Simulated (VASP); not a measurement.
# BP (F-43m) in VASP: a series of runs

The runs below take BP through single point, with PBE, r2SCAN.

All numbers are computed with VASP 6.6.1; they aren't measurements. Logs are shortened: lines on timing, memory, paths and dates and some standing lists are left out, and cuts for length are marked.

## (1) The cell of the first run

Symmetry: F-43m, No. 216, cubic system. Conventional cell: a = 4.537 Å, b = 4.537 Å, c = 4.537 Å, α = 90.00°, β = 90.00°, γ = 90.00°. B (site symmetry -43m) has 4 P at 1.96 Å within 2.6 Å. Within 2.6 Å of P (site symmetry -43m) lie 4 B at 1.96 Å.

## (2) Single point, PBE

INCAR

```
ALGO     = Normal         # electronic algorithm
EDIFF    = 1E-7           # SCF threshold, eV
ENCUT    = 520            # plane-wave cutoff, eV
GGA      = PE             # functional
ISIF     = 2              # what is computed and relaxed
ISMEAR   = -1             # smearing method
LASPH    = T              # aspherical terms in the spheres
LCHARG   = F              # write CHGCAR
LREAL    = F              # projectors in reciprocal space
LWAVE    = F              # write WAVECAR
NBANDS   = 11             # bands
NELM     = 80             # most SCF steps
PREC     = Accurate       # precision mode
SIGMA    = 0.02           # smearing width, eV
```

KPOINTS

```
k-points
0
Gamma
  10 10 10
```

POSCAR

```
BP
1.0
    0.0000000000      2.2683156780      2.2683156780
    2.2683156780      0.0000000000      2.2683156780
    2.2683156780      2.2683156780      0.0000000000
B P
1 1
Direct
    0.0000000000      0.0000000000      0.0000000000
    0.2500000000      0.2500000000      0.2500000000
```

Potentials or basis: VASP PAW PBE potentials, release 64 (B, P).

Started as:

```console
$ cat potpaw_PBE.64/B/POTCAR potpaw_PBE.64/P/POTCAR > POTCAR
$ mpirun -np 1 vasp_std > vasp.out
```

OUTCAR:

```text
EDIFF = 1E-7
   ENCUT = 520
   GGA = PE
   ISIF = 2
   ISMEAR = -1
   LASPH = T
   LREAL = F
   NELM = 80
   PREC = Accurate

 ion  position               nearest neighbor table
   1  0.000  0.000  0.000-   2 1.96   2 1.96   2 1.96   2 1.96
   2  0.250  0.250  0.250-   1 1.96   1 1.96   1 1.96   1 1.96

  LATTYP: Found a face centered cubic cell.
 ALAT       =     4.5366313560

  Lattice vectors:

 A1 = (   0.0000000000,   2.2683156780,   2.2683156780)
 A2 = (   2.2683156780,   0.0000000000,   2.2683156780)
 A3 = (   2.2683156780,   2.2683156780,   0.0000000000)

Analysis of symmetry for initial positions (statically):
=====================================================================
 Subroutine PRICEL returns:
 Original cell was already a primitive cell.

 Routine SETGRP: Setting up the symmetry group for a
 face centered cubic supercell.

 Subroutine GETGRP returns: Found 24 space group operations
 (whereof 24 operations were pure point group operations)
 out of a pool of 48 trial point group operations.

The static configuration has the point symmetry T_d .

Analysis of symmetry for dynamics (positions and initial velocities):
=====================================================================
 Subroutine PRICEL returns:
 Original cell was already a primitive cell.

 Routine SETGRP: Setting up the symmetry group for a
 face centered cubic supercell.

 Subroutine GETGRP returns: Found 24 space group operations
 (whereof 24 operations were pure point group operations)
 out of a pool of 48 trial point group operations.

The dynamic configuration has the point symmetry T_d .

 Subroutine INISYM returns: Found 24 space group operations
 (whereof 24 operations are pure point group operations),
 and found     1 'primitive' translations

----------------------------------------------------------------------------------------

                                     Primitive cell

  volume of cell :      23.3421

  direct lattice vectors                    reciprocal lattice vectors
     0.000000000  2.268315678  2.268315678    -0.220427873  0.220427873  0.220427873
     2.268315678  0.000000000  2.268315678     0.220427873 -0.220427873  0.220427873
     2.268315678  2.268315678  0.000000000     0.220427873  0.220427873 -0.220427873

  length of vectors
     3.207882796  3.207882796  3.207882796     0.381792275  0.381792275  0.381792275

  position of ions in fractional coordinates (direct lattice)
     0.000000000  0.000000000  0.000000000
     0.250000000  0.250000000  0.250000000

  ion indices of the primitive-cell ions
   primitive index   ion index
                 1           1
                 2           2

----------------------------------------------------------------------------------------

 KPOINTS: k-points

Automatic generation of k-mesh.
 Grid dimensions read from file:
 generate k-points for:   10   10   10

 Generating k-lattice:

  Cartesian coordinates                     Fractional coordinates (reciprocal lattice)
    -0.022042787  0.022042787  0.022042787     0.100000000  0.000000000  0.000000000
     0.022042787 -0.022042787  0.022042787     0.000000000  0.100000000  0.000000000
     0.022042787  0.022042787 -0.022042787     0.000000000  0.000000000  0.100000000

  Length of vectors
     0.038179228  0.038179228  0.038179228

  Shift w.r.t. Gamma in fractional coordinates (k-lattice)
     0.000000000  0.000000000  0.000000000

 Subroutine IBZKPT returns following result:
 ===========================================

 Found     47 irreducible k-points:

 Following reciprocal coordinates:
            Coordinates               Weight
  0.000000  0.000000  0.000000      1.000000
  0.100000  0.000000  0.000000      8.000000
  0.200000  0.000000  0.000000      8.000000
  0.300000  0.000000  0.000000      8.000000
  0.400000  0.000000  0.000000      8.000000
  0.500000  0.000000  0.000000      4.000000
[... 16 lines left out ...]
  0.300000  0.300000  0.000000      6.000000
  0.400000  0.300000  0.000000     24.000000
 [... further k-points ...]
   k-points           NKPTS =     47   k-points in BZ     NKDIM =     47   number of bands    NBANDS=     11
   number of dos      NEDOS =    301   number of ions     NIONS =      2
   total plane-waves  NPLWV =  13824
   dimension x,y,z NGX =    24 NGY =   24 NGZ =   24
   dimension x,y,z NGXF=    48 NGYF=   48 NGZF=   48
   ions per type =               1   1
   NGX,Y,Z   is equivalent  to a cutoff of  12.44, 12.44, 12.44 a.u.
   NGXF,Y,Z  is equivalent  to a cutoff of  24.88, 24.88, 24.88 a.u.
 SYSTEM =  unknown system
   PREC   = accura    normal or accurate (medium, high low for compatibility)
   ISTART =      0    job   : 0-new  1-cont  2-samecut
   ICHARG =      2    charge: 1-file 2-atom 10-const
   ISPIN  =      1    spin polarized calculation?
   LNONCOLLINEAR =      F non collinear calculations
   LSORBIT =      F    spin-orbit coupling
   LASPH  =      T    aspherical Exc in radial PAW
   ENCUT  =  520.0 eV  38.22 Ry    6.18 a.u.   5.96  5.96  5.96*2*pi/ulx,y,z
   NELM   =     80;   NELMIN=  2; NELMDL= -5     # of ELM steps
   EDIFF  = 0.1E-06   stopping-criterion for ELM
   LREAL  =      F    real-space projection
   EDIFFG = 0.1E-05   stopping-criterion for IOM
   NSW    =      0    number of steps for IOM
   IBRION =     -1    ionic relax: 0-MD 1-quasi-New 2-CG
   NFREE  =      0    steps in history (QN), initial steepest desc. (CG)
   ISIF   =      2    stress and relaxation
   ISYM   =      2    0-nonsym 1-usesym 2-fastsym
   POTIM  = 0.5000    time-step for ionic-motion
   TEBEG  =    0.0;   TEEND  =   0.0 temperature during run
   PSTRESS=    0.0 pullay stress
   NELECT =       8.0000    total number of electrons
   NUPDOWN=      -1.0000    fix difference up-down
   EMIN   =  10.00;   EMAX   =-10.00  energy-range for DOS
   EFERMI =   0.00;   METHOD = LEGACY
   ISMEAR =    -1;   SIGMA  =   0.02  broadening in eV -4-tet -1-fermi 0-gaus
   EFERMI_NEDOS =   21; number of points for ismear=-14 and -15
   IALGO  =     38    algorithm
   IMIX   =      4    mixing-type and parameters
     AMIX     =   0.40;   BMIX     =  1.00
     AMIX_MAG =   1.60;   BMIX_MAG =  1.00
  volume/ion in A,a.u.               =      11.67        78.76
  Fermi-wavevector in a.u.,A,eV,Ry     =   1.145666  2.164995 17.858333  1.312550
  Thomas-Fermi vector in A             =   2.282353
   LORBIT       =      0    0 simple, 1 ext, 2 COOP (PROOUT), +10 PAW based schemes
   GGA     = PE    functional components
   LHFCALC =     F    Hartree Fock is set to
   AEXX    =    0.0000 exact exchange contribution
   IVDW    =     0    specifies the selected vdW correction
   LEPSILON=     F    determine dielectric tensor
   LRPA    =     F    only Hartree local field effects (RPA)
 non-spin polarized calculation
  energy-cutoff  :      520.00
  volume of cell :       23.34
 maximum number of plane-waves:       639
   NGX = 11   NGY = 11   NGZ = 11

 number of electron       8.0000000 magnetization

 Free energy of the ion-electron system (eV)
  ---------------------------------------------------
  ext. energy  EPLUGINS =         0.00000000
  ---------------------------------------------------
  free energy    TOTEN  =       -12.93034755 eV

  energy without entropy =      -12.93034755  energy(sigma->0) =      -12.93034755

 E-fermi :   7.8267     XC(G=0): -10.9111

 val. band max:        7.4435532092   @ k =   0.0000   0.0000   0.0000
 cond. band min:       8.6815934783   @ k =   0.4000   0.4000   0.0000
 fundamental gap:      1.2380402691
 Fermi energy:         7.8266656468

 k-point     1 :       0.0000    0.0000    0.0000
  band No.  band energies     occupation
      1      -8.0250      2.00000
      2       7.4436      2.00000
      3       7.4436      2.00000
      4       7.4436      2.00000
      5      10.8456      0.00000
      6      10.8456      0.00000
      7      10.8456      0.00000
      8      14.8316      0.00000
      9      18.9626      0.00000
     10      19.5748      0.00000
     11      19.5748      0.00000

 k-point     2 :       0.1000    0.0000    0.0000
  band No.  band energies     occupation
      1      -7.8446      2.00000
      2       6.1409      2.00000
      3       7.1485      2.00000
      4       7.1485      2.00000
      5      11.2541      0.00000
      6      11.2541      0.00000
      7      11.2832      0.00000
      8      15.3517      0.00000
      9      18.8902      0.00000
     10      18.8902      0.00000
     11      19.5318      0.00000

 k-point     3 :       0.2000    0.0000    0.0000
  band No.  band energies     occupation
      1      -7.3106      2.00000
      2       3.7979      2.00000
      3       6.5890      2.00000
      4       6.5890      2.00000
      5      11.4825      0.00000
      6      11.9742      0.00000
      7      11.9742      0.00000
      8      16.5221      0.00000
      9      18.2890      0.00000
     10      18.2890      0.00000
     11      20.3922      0.00000

 k-point     4 :       0.3000    0.0000    0.0000
  band No.  band energies     occupation
      1      -6.4528      2.00000
      2       1.4370      2.00000
      3       6.0997      2.00000
      4       6.0997      2.00000
      5      11.3897      0.00000
      6      12.3031      0.00000
      7      12.3031      0.00000
      8      17.4292      0.00000
      9      18.8669      0.00000
     10      18.8669      0.00000
     11      20.6564      0.00000
[... 239 lines left out ...]
 k-point    22 :      -0.2000    0.2000    0.0000
  band No.  band energies     occupation
      1      -6.1611      2.00000
      2       2.1925      2.00000
      3       3.2682      2.00000
      4       6.1991      2.00000
      5      11.9207      0.00000
      6      12.7624      0.00000
      7      13.8347      0.00000
      8      15.7892      0.00000
      9      16.9466      0.00000
     10      21.0676      0.00000
     11      23.2605      0.00000

 k-point    23 :       0.3000    0.3000    0.0000
  band No.  band energies     occupation
      1      -5.9087      2.00000
      2       2.6102      2.00000
      3       4.2202      2.00000
      4       4.2202      2.00000
      5       8.9672      0.00000
      6      11.3535      0.00000
      7      16.3144      0.00000
      8      16.3144      0.00000
      9      20.5151      0.00000
     10      21.8322      0.00000
     11      23.9951      0.00000

 k-point    24 :       0.4000    0.3000    0.0000
  band No.  band energies     occupation
      1      -5.0830      2.00000
      2       1.2815      2.00000
      3       3.3917      2.00000
      4       3.9254      2.00000
      5       9.2544      0.00000
      6      11.0666      0.00000
      7      16.9296      0.00000
      8      16.9369      0.00000
      9      21.4551      0.00000
     10      22.7106      0.00000
     11      24.5150      0.00000

 [... further k-points ...]

------------------------ aborting loop because EDIFF is reached ----------------------------------------

  FORCE on cell =-STRESS in cart. coord.  units (eV):
  Direction    XX          YY          ZZ          XY          YZ          ZX
  --------------------------------------------------------------------------------------
  -------------------------------------------------------------------------------------
  Total        0.1527802      0.1527802      0.1527802      0.0000000     -0.0000000      0.0000000
  in kB       10.4866594     10.4866594     10.4866594      0.0000000     -0.0000000      0.0000000
  external PRESSURE =      10.4866594 kB  Pullay stress =       0.0000000 kB

 VOLUME and BASIS-vectors are now :
 -----------------------------------------------------------------------------
  energy-cutoff  :      520.00
  volume of cell :       23.34
      direct lattice vectors                 reciprocal lattice vectors
     0.000000000  2.268315678  2.268315678    -0.220427873  0.220427873  0.220427873
     2.268315678  0.000000000  2.268315678     0.220427873 -0.220427873  0.220427873
     2.268315678  2.268315678  0.000000000     0.220427873  0.220427873 -0.220427873

 POSITION                                       TOTAL-FORCE (eV/Angst)
 -----------------------------------------------------------------------------------
      0.00000      0.00000      0.00000         0.000000      0.000000      0.000000
      1.13416      1.13416      1.13416        -0.000000     -0.000000     -0.000000
 -----------------------------------------------------------------------------------
    total drift:                                0.000000      0.000000      0.000000

  FREE ENERGIE OF THE ION-ELECTRON SYSTEM (eV)
  ---------------------------------------------------
  free  energy   TOTEN  =       -12.9303475513 eV

  energy  without entropy=      -12.9303475513  energy(sigma->0) =      -12.93034755
```

It took 8.2 s on 1 thread of Intel Xeon 6975P-C, shared host; peak memory 0.14 GiB.

Results:

```
Free energy            : -12.9303 eV
Pressure               : 1.0 GPa
Band gap on the k mesh : 1.24 eV, indirect (least direct gap 3.40 eV)
```

Levels at points of the mesh, in eV from the valence-band top:
| k point | band 2 | band 3 | band 4 | band 5 | band 6 | band 7 |
| --- | --- | --- | --- | --- | --- | --- |
| (0.00, 0.00, 0.00) | 0.00 | 0.00 | 0.00 | 3.40 | 3.40 | 3.40 |
| (0.50, 0.00, 0.00) | -9.04 | -1.76 | -1.76 | 3.79 | 4.71 | 4.71 |
| (0.50, 0.50, 0.00) | -8.59 | -4.12 | -4.12 | 1.33 | 1.66 | 12.13 |

A k mesh can miss the band edges. Expect the measured gap to be larger: semilocal functionals such as PBE lack the derivative discontinuity.

(Part 1 of 2 ends here.)
